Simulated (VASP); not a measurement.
# MnMo3 (Pm-3m) in VASP: notebook, part 2 of 2

VASP 6.6.1. The steps go on from the part before.

## Step 3: Relaxation of cell and atoms, PBE, collinear spin, ferromagnetic start

This run uses another cell than the first one, of 13.98 Å³/atom, 0.923 times its volume.

Input file INCAR:

```
PREC = Accurate
ENCUT = 600
EDIFF = 1E-7
ISMEAR = 0
SIGMA = 0.1
LREAL = F
LASPH = T
NELM = 150
ALGO = Normal
ISIF = 3
LWAVE = F
LCHARG = F
ISPIN = 2
MAGMOM = 1.76 0 0 0
LORBIT = 11
LMAXMIX = 4
GGA = PE
IBRION = 2
NSW = 90
EDIFFG = -0.04
```

Input file KPOINTS:

```
regular mesh
0
Gamma
  4 4 4
```

Input file POSCAR:

```
MnMo3
1.0
    3.8237891526      0.0000000000      0.0000000000
    0.0000000000      3.8237891526      0.0000000000
    0.0000000000      0.0000000000      3.8237891526
Mn Mo
1 3
Direct
    0.0000000000      0.0000000000      0.0000000000
    0.0000000000      0.5000000000      0.5000000000
    0.5000000000      0.0000000000      0.5000000000
    0.5000000000      0.5000000000      0.0000000000
```

Potentials or basis: VASP PAW PBE potentials, release 64 (Mn_pv, Mo_sv).

Started as:

```bash
$ cat potpaw_PBE.64/Mn_pv/POTCAR potpaw_PBE.64/Mo_sv/POTCAR > POTCAR
$ mpirun -np 1 vasp_std > vasp.out
```

OUTCAR:

```text
PREC = Accurate
   ENCUT = 600
   EDIFF = 1E-7
   ISMEAR = 0
   LREAL = F
   LASPH = T
   NELM = 150
   ISIF = 3
   ISPIN = 2
   LORBIT = 11
   GGA = PE
   IBRION = 2
   NSW = 90
   EDIFFG = -0.04

 ion  position               nearest neighbor table
   1  0.000  0.000  0.000-   2 2.70   3 2.70   4 2.70   2 2.70   3 2.70   2 2.70   4 2.70   2 2.70
                             3 2.70   4 2.70   3 2.70   4 2.70
   2  0.000  0.500  0.500-   1 2.70   3 2.70   4 2.70   1 2.70   4 2.70   1 2.70   3 2.70   1 2.70
                             3 2.70   4 2.70   4 2.70   3 2.70
   3  0.500  0.000  0.500-   1 2.70   2 2.70   4 2.70   1 2.70   4 2.70   2 2.70   4 2.70   4 2.70
                             1 2.70   2 2.70   1 2.70   2 2.70
   4  0.500  0.500  0.000-   1 2.70   2 2.70   3 2.70   2 2.70   3 2.70   1 2.70   3 2.70   3 2.70
                             1 2.70   2 2.70   2 2.70   1 2.70

  LATTYP: Found a simple cubic cell.
 ALAT       =     3.8237891526

  Lattice vectors:

 A1 = (   3.8237891526,   0.0000000000,   0.0000000000)
 A2 = (   0.0000000000,   3.8237891526,   0.0000000000)
 A3 = (   0.0000000000,   0.0000000000,   3.8237891526)

Analysis of symmetry for initial positions (statically):
=====================================================================
 Subroutine PRICEL returns:
 Original cell was already a primitive cell.

 Routine SETGRP: Setting up the symmetry group for a
 simple cubic supercell.

 Subroutine GETGRP returns: Found 48 space group operations
 (whereof 48 operations were pure point group operations)
 out of a pool of 48 trial point group operations.

The static configuration has the point symmetry O_h .

Analysis of symmetry for dynamics (positions and initial velocities):
=====================================================================
 Subroutine PRICEL returns:
 Original cell was already a primitive cell.

 Routine SETGRP: Setting up the symmetry group for a
 simple cubic supercell.

 Subroutine GETGRP returns: Found 48 space group operations
 (whereof 48 operations were pure point group operations)
 out of a pool of 48 trial point group operations.

[... 148 lines left out ...]
  ---------------------------------------------------
  ext. energy  EPLUGINS =         0.00000000
  ---------------------------------------------------
  free energy    TOTEN  =       -40.22488823 eV

  energy without entropy =      -40.19905424  energy(sigma->0) =      -40.21197123

------------------------ aborting loop because EDIFF is reached ----------------------------------------

  FORCE on cell =-STRESS in cart. coord.  units (eV):
  Direction    XX          YY          ZZ          XY          YZ          ZX
  --------------------------------------------------------------------------------------
  -------------------------------------------------------------------------------------
  Total        7.1964269      7.1964269      7.1964269      0.0000000      0.0000000      0.0000000
  in kB      206.2270796    206.2270796    206.2270796      0.0000000      0.0000000      0.0000000
  external PRESSURE =     206.2270796 kB  Pullay stress =       0.0000000 kB
[... 27 lines left out ...]
 number of electron      54.9999964 magnetization      -0.0540134

 number of electron      54.9999963 magnetization       0.2020359

 E-fermi :   8.6625     XC(G=0): -12.2864

 val. band max:        8.6617377236   @ k =   0.5000   0.2500   0.2500
 cond. band min:       8.6703736808   @ k =   0.5000   0.2500   0.2500
 fundamental gap:      0.0086359572
 Fermi energy:         8.6625112481

 spin component 1

 k-point     1 :       0.0000    0.0000    0.0000
  band No.  band energies     occupation
      1     -52.1478      1.00000
      2     -52.0107      1.00000
      3     -52.0107      1.00000
      4     -38.9508      1.00000
      5     -38.9508      1.00000
      6     -38.9508      1.00000
[... 845 lines left out ...]
--------------------------------------- Ionic step        5  -------------------------------------------

 number of electron      54.9999989 magnetization       0.0017506

 Free energy of the ion-electron system (eV)
  ---------------------------------------------------
  ext. energy  EPLUGINS =         0.00000000
  ---------------------------------------------------
  free energy    TOTEN  =       -40.30399132 eV

  energy without entropy =      -40.26239205  energy(sigma->0) =      -40.28319168

 E-fermi :  11.2970     XC(G=0): -13.3455

 val. band max:       11.2858539907   @ k =   0.5000   0.5000   0.0000
 cond. band min:      11.3124994719   @ k =   0.2500   0.2500   0.0000
 fundamental gap:      0.0266454812
 Fermi energy:        11.2970458012

 spin component 1

 k-point     1 :       0.0000    0.0000    0.0000
  band No.  band energies     occupation
      1     -49.2845      1.00000
      2     -48.9788      1.00000
      3     -48.9788      1.00000
      4     -36.2484      1.00000
      5     -36.2484      1.00000
      6     -36.2484      1.00000
[... 763 lines left out ...]
  FREE ENERGIE OF THE ION-ELECTRON SYSTEM (eV)
  ---------------------------------------------------
  free  energy   TOTEN  =       -40.3039913164 eV

  energy  without entropy=      -40.2623920469  energy(sigma->0) =      -40.28319168

 reached required accuracy - stopping structural energy minimisation

 total charge

# of ion       s       p       d       tot
------------------------------------------
    1        0.383   6.329   5.068  11.780
    2        2.393   6.186   3.948  12.527
    3        2.393   6.186   3.948  12.527
    4        2.393   6.186   3.948  12.527
--------------------------------------------------
tot          7.562  24.888  16.911  49.361

 magnetization (x)

# of ion       s       p       d       tot
------------------------------------------
    1        0.000   0.000   0.002   0.002
    2       -0.000   0.000   0.000   0.000
    3       -0.000   0.000   0.000   0.000
    4       -0.000   0.000   0.000   0.000
--------------------------------------------------
tot         -0.000   0.000   0.003   0.003
```

CONTCAR:

```text
MnMo3
   1.00000000000000
     3.8960746925539653    0.0000000000000000    0.0000000000000000
     0.0000000000000000    3.8960746925539653   -0.0000000000000000
     0.0000000000000000    0.0000000000000000    3.8960746925539653
  Mn              Mo
     1     3
Direct
     0.0000000000000000    0.0000000000000000    0.0000000000000000
     0.0000000000000000    0.5000000000000000    0.5000000000000000
     0.5000000000000000    0.0000000000000000    0.5000000000000000
     0.5000000000000000    0.5000000000000000    0.0000000000000000

  0.00000000E+00  0.00000000E+00  0.00000000E+00
  0.00000000E+00  0.00000000E+00  0.00000000E+00
  0.00000000E+00  0.00000000E+00  0.00000000E+00
  0.00000000E+00  0.00000000E+00  0.00000000E+00
```

Run time: 8.8 min. Hardware: 1 thread of Intel Xeon Platinum 8259CL at 2.50GHz (Skylake/Cascade Lake), shared host; peak memory 0.23 GiB.

Results:

- Free energy: -40.3040 eV
- Relaxed volume: 14.79 Å³/atom
- Relaxed cell: a = 3.896 Å, b = 3.896 Å, c = 3.896 Å, α = 90.00°, β = 90.00°, γ = 90.00°
- Space group after relaxing (to 0.05 Å): Pm-3m (No. 221)
- Energy gained by relaxing: 19.8 meV/atom
- Ionic steps: 5
- Pressure after relaxing: 0.3 GPa
- Net moment: 0.00 μB per cell
- Valence electrons inside the program's atomic spheres: Mn 11.78; Mo 12.53

Step by step:
```
step  energy change (eV)  largest force (eV/Å)  pressure (GPa)  volume (Å³)
   1              0.0000                0.0000           20.62        55.91
   2              1.3678                0.0000          -30.74        71.77
   3             -0.0562                0.0000           -0.94        59.48
   4             -0.0790                0.0000           -0.49        59.32
   5             -0.0791                0.0000            0.26        59.14
```

Final structure:
```
Mn Mo
1.0
     3.89607    0.00000    0.00000
     0.00000    3.89607    0.00000
     0.00000    0.00000    3.89607
Mn Mo
1 3
Direct
  0.00000 0.00000 0.00000
  0.00000 0.50000 0.50000
  0.50000 0.00000 0.50000
  0.50000 0.50000 0.00000
```

Caveat: the k points lie up to 0.40 Å⁻¹ apart in the final cell; the starting moments collapsed, and a magnetic state may lie lower.
